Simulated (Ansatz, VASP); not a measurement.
## BP in VASP and in Ansatz

```
CELL_PARAMETERS angstrom
0.00000 2.27408 2.27408
2.27408 0.00000 2.27408
2.27408 2.27408 0.00000
ATOMIC_POSITIONS crystal
B 0.00000 0.00000 0.00000
P 0.25000 0.25000 0.25000
```

Alike in both runs: functional PBE; k mesh 10 × 10 × 10; occupations gaussian, width 0.02 eV; no spin polarisation.

Ansatz relaxed the structure, and its values are those at the end. VASP's run is a single point on that final structure, the one shown.

|  | VASP | Ansatz |
| --- | --- | --- |
| version | VASP 6.6.1 | Ansatz 0.2.0 |
| potentials or method | VASP PAW PBE potentials, release 64 (B, P), cutoff 500 eV | scalar-relativistic, plane waves, PAW |
| valence electrons in the cell | 8 | 8 |

Ansatz gave:

- gap on the k mesh at the Fermi level (eV): 1.25
- least direct gap on the mesh (eV): 3.39
- pressure (GPa): 0.0

Task: Which values does VASP return?

Result: gap on the k mesh at the Fermi level (eV): 1.25; least direct gap on the mesh (eV): 3.39; pressure (GPa): -0.2.

With one functional, cell and mesh, what is left measures potentials, basis and numerics.
